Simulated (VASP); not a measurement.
# Al (C2/m) in VASP: further runs, part 2 of 2

VASP 6.6.1. The steps go on from the part before.

## Step 3: Single point, PBE (engineering shear strain xy -0.0350, strain +e along x and -e along y -0.0175)

The input, INCAR:

```
SYSTEM = Al
  ALGO = Fast
  EDIFF = 1E-7
  ENCUT = 520
  GGA = PE
  ISIF = 2
  ISMEAR = 0
  LASPH = .TRUE.
  LCHARG = .FALSE.
  LREAL = .FALSE.
  LWAVE = .FALSE.
  NBANDS = 8
  NELM = 60
  PREC = Accurate
  SIGMA = 0.15
```

The input, KPOINTS:

```
k-points
0
G
  20 20 20
  0 0 0
```

The input, POSCAR:

```
Al
1.0
   -1.6175102401      1.6741230985      1.6175102401
    1.6175102401     -1.6741230985      1.6175102401
    1.5608973817      1.6175102401     -1.6175102401
Al
1
Direct
    0.0000000000      0.0000000000      0.0000000000
```

Potentials or basis: VASP PAW PBE potentials, release 64 (Al).

On the command line:

```
> cat potpaw_PBE.64/Al/POTCAR > POTCAR
> mpirun -np 1 vasp_std > vasp.out
```

OUTCAR:

```text
SYSTEM = Al
   EDIFF = 1E-7
   ENCUT = 520
   GGA = PE
   ISIF = 2
   ISMEAR = 0
   LASPH = .TRUE.
   LREAL = .FALSE.
   NELM = 60
   PREC = Accurate

 ion  position               nearest neighbor table
   1  0.000  0.000  0.000-

  LATTYP: Found a base centered monoclinic cell.
 ALAT       =     4.4956601353
 B/A-ratio  =     0.7195874205
 C/A-ratio  =     0.7071067812
 COS(beta)  =    -0.6814766891

  Lattice vectors:

 A1 = (  -1.5608973817,  -1.6175102401,   1.6175102401)
 A2 = (  -1.5608973817,  -1.6175102401,  -1.6175102401)
 A3 = (   3.1784076218,  -0.0566128584,   0.0000000000)

Analysis of symmetry for initial positions (statically):
=====================================================================
 Subroutine PRICEL returns:
 Original cell was already a primitive cell.

 Routine SETGRP: Setting up the symmetry group for a
 base centered monoclinic supercell.

 Subroutine GETGRP returns: Found  4 space group operations
 (whereof  4 operations were pure point group operations)
 out of a pool of  4 trial point group operations.

The static configuration has the point symmetry C_2h.

Analysis of symmetry for dynamics (positions and initial velocities):
=====================================================================
 Subroutine PRICEL returns:
 Original cell was already a primitive cell.

 Routine SETGRP: Setting up the symmetry group for a
 base centered monoclinic supercell.

 Subroutine GETGRP returns: Found  4 space group operations
 (whereof  4 operations were pure point group operations)
 out of a pool of  4 trial point group operations.

The dynamic configuration has the point symmetry C_2h.

 Subroutine INISYM returns: Found  4 space group operations
 (whereof  4 operations are pure point group operations),
 and found     1 'primitive' translations

----------------------------------------------------------------------------------------

                                     Primitive cell

  volume of cell :      16.9175

  direct lattice vectors                    reciprocal lattice vectors
    -1.617510240  1.674123098  1.617510240     0.005412864  0.303893640  0.309117054
     1.617510240 -1.674123098  1.617510240     0.314719368  0.005412864  0.309117054
     1.560897382  1.617510240 -1.617510240     0.320132232  0.309306504  0.000000000

  length of vectors
     2.834672274  2.834672274  2.769310273     0.433513548  0.441169959  0.445146222

  position of ions in fractional coordinates (direct lattice)
     0.000000000  0.000000000  0.000000000

  ion indices of the primitive-cell ions
   primitive index   ion index
                 1           1

----------------------------------------------------------------------------------------

 KPOINTS: k-points

Automatic generation of k-mesh.
 Grid dimensions read from file:
 generate k-points for:   20   20   20

 Generating k-lattice:

  Cartesian coordinates                     Fractional coordinates (reciprocal lattice)
     0.000270643  0.015194682  0.015455853     0.050000000  0.000000000 -0.000000000
     0.015735968  0.000270643  0.015455853     0.000000000  0.050000000  0.000000000
     0.016006612  0.015465325  0.000000000     0.000000000 -0.000000000  0.050000000

  Length of vectors
     0.021675677  0.022058498  0.022257311

  Shift w.r.t. Gamma in fractional coordinates (k-lattice)
     0.000000000  0.000000000  0.000000000

 Subroutine IBZKPT returns following result:
 ===========================================

 Found   2112 irreducible k-points:

 Following reciprocal coordinates:
            Coordinates               Weight
  0.000000  0.000000  0.000000      1.000000
  0.050000  0.000000  0.000000      4.000000
  0.100000 -0.000000  0.000000      4.000000
  0.150000  0.000000 -0.000000      4.000000
  0.200000 -0.000000  0.000000      4.000000
  0.250000  0.000000  0.000000      4.000000
[... 16 lines left out ...]
 -0.450000  0.050000 -0.000000      4.000000
 -0.400000  0.050000  0.000000      4.000000
 [... further k-points ...]
   k-points           NKPTS =   2112   k-points in BZ     NKDIM =   2112   number of bands    NBANDS=      8
   number of dos      NEDOS =    301   number of ions     NIONS =      1
   total plane-waves  NPLWV =  13824
   dimension x,y,z NGX =    24 NGY =   24 NGZ =   24
   dimension x,y,z NGXF=    48 NGYF=   48 NGZF=   48
   ions per type =               1
   NGX,Y,Z   is equivalent  to a cutoff of  14.08, 14.08, 14.41 a.u.
   NGXF,Y,Z  is equivalent  to a cutoff of  28.15, 28.15, 28.82 a.u.
 SYSTEM =  Al
   PREC   = accura    normal or accurate (medium, high low for compatibility)
   ISTART =      0    job   : 0-new  1-cont  2-samecut
   ICHARG =      2    charge: 1-file 2-atom 10-const
   ISPIN  =      1    spin polarized calculation?
   LNONCOLLINEAR =      F non collinear calculations
   LSORBIT =      F    spin-orbit coupling
   LASPH  =      T    aspherical Exc in radial PAW
   ENCUT  =  520.0 eV  38.22 Ry    6.18 a.u.   5.27  5.27  5.15*2*pi/ulx,y,z
   NELM   =     60;   NELMIN=  2; NELMDL= -5     # of ELM steps
   EDIFF  = 0.1E-06   stopping-criterion for ELM
   LREAL  =      F    real-space projection
   EDIFFG = 0.1E-05   stopping-criterion for IOM
   NSW    =      0    number of steps for IOM
   IBRION =     -1    ionic relax: 0-MD 1-quasi-New 2-CG
   NFREE  =      0    steps in history (QN), initial steepest desc. (CG)
   ISIF   =      2    stress and relaxation
   ISYM   =      2    0-nonsym 1-usesym 2-fastsym
   POTIM  = 0.5000    time-step for ionic-motion
   TEBEG  =    0.0;   TEEND  =   0.0 temperature during run
   PSTRESS=    0.0 pullay stress
   NELECT =       3.0000    total number of electrons
   NUPDOWN=      -1.0000    fix difference up-down
   EMIN   =  10.00;   EMAX   =-10.00  energy-range for DOS
   EFERMI =   0.00;   METHOD = LEGACY
   ISMEAR =     0;   SIGMA  =   0.15  broadening in eV -4-tet -1-fermi 0-gaus
   EFERMI_NEDOS =   21; number of points for ismear=-14 and -15
   IALGO  =     68    algorithm
   IMIX   =      4    mixing-type and parameters
     AMIX     =   0.40;   BMIX     =  1.00
     AMIX_MAG =   1.60;   BMIX_MAG =  1.00
  volume/ion in A,a.u.               =      16.92       114.16
  Fermi-wavevector in a.u.,A,eV,Ry     =   0.919751  1.738077 11.509737  0.845942
  Thomas-Fermi vector in A             =   2.044980
   LORBIT       =      0    0 simple, 1 ext, 2 COOP (PROOUT), +10 PAW based schemes
   GGA     = PE    functional components
   LHFCALC =     F    Hartree Fock is set to
   AEXX    =    0.0000 exact exchange contribution
   IVDW    =     0    specifies the selected vdW correction
   LEPSILON=     F    determine dielectric tensor
   LRPA    =     F    only Hartree local field effects (RPA)
 non-spin polarized calculation
 RMM-DIIS sequential band-by-band and
 Gauss-broadening in eV      SIGMA  =   0.15
  energy-cutoff  :      520.00
  volume of cell :       16.92
 maximum number of plane-waves:       468
 NGX is ok and might be reduce to    24
   NGX = 11   NGY = 11   NGZ = 11

 number of electron       3.0000000 magnetization

 Free energy of the ion-electron system (eV)
  ---------------------------------------------------
  ext. energy  EPLUGINS =         0.00000000
  ---------------------------------------------------
  free energy    TOTEN  =        -3.65139087 eV

  energy without entropy =       -3.64683306  energy(sigma->0) =       -3.64911196

 E-fermi :   7.7338     XC(G=0): -10.1103

 val. band max:        7.7333769169   @ k =   0.3000   0.1500   0.2500
 cond. band min:       7.7344202522   @ k =  -0.4500  -0.4000   0.3500
 fundamental gap:      0.0010433353
 Fermi energy:         7.7337911847

 k-point     1 :       0.0000    0.0000    0.0000
  band No.  band energies     occupation
      1      -3.2168      2.00000
      2      20.4065      0.00000
      3      20.7226      0.00000
      4      21.3420      0.00000
      5      21.5458      0.00000
      6      22.0305      0.00000
      7      22.4693      0.00000
      8      23.5392      0.00000
[... 243 lines left out ...]
 k-point    24 :      -0.4000    0.0500    0.0000
  band No.  band energies     occupation
      1       0.6719      2.00000
      2       7.3965      1.99853
      3      14.9266      0.00000
      4      16.9221      0.00000
      5      19.1793      0.00000
      6      20.1572      0.00000
      7      25.8175      0.00000
      8      27.4707      0.00000

 [... further k-points ...]
[... 5 lines left out ...]
  --------------------------------------------------------------------------------------
  -------------------------------------------------------------------------------------
  Total       -0.0648011      0.1102389     -0.0136928      0.1225054     -0.0000000      0.0000000
  in kB       -6.1370288     10.4402422     -1.2967858     11.6019436     -0.0000000      0.0000000
  external PRESSURE =       1.0021425 kB  Pullay stress =       0.0000000 kB

 VOLUME and BASIS-vectors are now :
 -----------------------------------------------------------------------------
  energy-cutoff  :      520.00
  volume of cell :       16.92
      direct lattice vectors                 reciprocal lattice vectors
    -1.617510240  1.674123098  1.617510240     0.005412864  0.303893640  0.309117054
     1.617510240 -1.674123098  1.617510240     0.314719368  0.005412864  0.309117054
     1.560897382  1.617510240 -1.617510240     0.320132232  0.309306504  0.000000000

 POSITION                                       TOTAL-FORCE (eV/Angst)
 -----------------------------------------------------------------------------------
      0.00000      0.00000      0.00000         0.000000     -0.000000      0.000000
 -----------------------------------------------------------------------------------
    total drift:                                0.000000      0.000000      0.000000

  FREE ENERGIE OF THE ION-ELECTRON SYSTEM (eV)
  ---------------------------------------------------
  free  energy   TOTEN  =        -3.6513908652 eV

  energy  without entropy=       -3.6468330565  energy(sigma->0) =       -3.64911196
```

OSZICAR:

```text
N       E                     dE             d eps       ncg     rms          rms(c)
DAV:   1    -0.229585560188E+01   -0.22959E+01   -0.85693E+02 33880   0.204E+02
DAV:   2    -0.366786545747E+01   -0.13720E+01   -0.13278E+01 46992   0.184E+01
DAV:   3    -0.367505245121E+01   -0.71870E-02   -0.71828E-02 41344   0.147E+00
DAV:   4    -0.367507317874E+01   -0.20728E-04   -0.20728E-04 49880   0.713E-02
DAV:   5    -0.367507324864E+01   -0.69893E-07   -0.69356E-07 41624   0.272E-03    0.121E+00
RMM:   6    -0.366111136087E+01    0.13962E-01   -0.12706E-03 33795   0.196E-01    0.705E-01
RMM:   7    -0.365137565220E+01    0.97357E-02   -0.39738E-03 39291   0.331E-01    0.115E-01
RMM:   8    -0.365138974049E+01   -0.14088E-04   -0.16981E-04 37224   0.813E-02    0.201E-02
RMM:   9    -0.365139234268E+01   -0.26022E-05   -0.22732E-05 37943   0.294E-02    0.117E-02
RMM:  10    -0.365139217394E+01    0.16874E-06   -0.45142E-06 39080   0.131E-02    0.270E-03
RMM:  11    -0.365139080202E+01    0.13719E-05   -0.85340E-07 38344   0.465E-03    0.248E-03
RMM:  12    -0.365139086518E+01   -0.63164E-07   -0.27365E-07 35954   0.319E-03
   1 F= -.36513909E+01 E0= -.36491120E+01  d E =-.455781E-02
```

stdout:

```text
POSCAR found type information on POSCAR Al
 POSCAR found :  1 types and       1 ions
 scaLAPACK will be used
 LDA part: xc-table for (Slater+PW92), standard interpolation
 POSCAR, INCAR and KPOINTS ok, starting setup
 FFT: planning ... GRIDC
 FFT: planning ... GRID_SOFT
 FFT: planning ... GRID
 WAVECAR not read
 entering main loop
```

It took 3.7 min on 1 thread of Intel Xeon Platinum 8259CL at 2.50GHz (Skylake/Cascade Lake), shared host; peak memory 0.35 GiB.

What came out:

| Quantity | Value |
| --- | --- |
| Free energy | -3.6514 eV |
| Pressure | 0.1 GPa |
| Band gap on the k mesh | zero (an odd number of electrons rules out a gap without spin polarisation) |

Levels at points of the mesh, in eV from the Fermi level:
| k point | band 1 | band 2 | band 3 | band 4 | band 5 | band 6 |
| --- | --- | --- | --- | --- | --- | --- |
| (0.00, 0.00, 0.00) | -10.95 | 12.67 | 12.99 | 13.61 | 13.81 | 14.30 |
| (0.50, 0.00, 0.00) | -4.30 | -3.98 | 8.22 | 8.54 | 10.37 | 11.49 |
| (0.00, 0.50, 0.00) | -4.13 | -3.66 | 7.55 | 7.83 | 9.55 | 11.09 |
| (0.50, 0.50, 0.00) | -4.36 | -4.14 | 8.31 | 8.32 | 9.99 | 11.56 |
| (0.00, 0.00, 0.50) | -4.05 | -3.49 | 7.66 | 8.14 | 9.64 | 10.89 |
| (0.50, 0.50, 0.50) | 1.35 | 1.83 | 2.36 | 2.84 | 3.16 | 5.40 |

Caveat: the cell differs from its parent crystal (engineering shear strain xy -0.0350, strain +e along x and -e along y -0.0175).
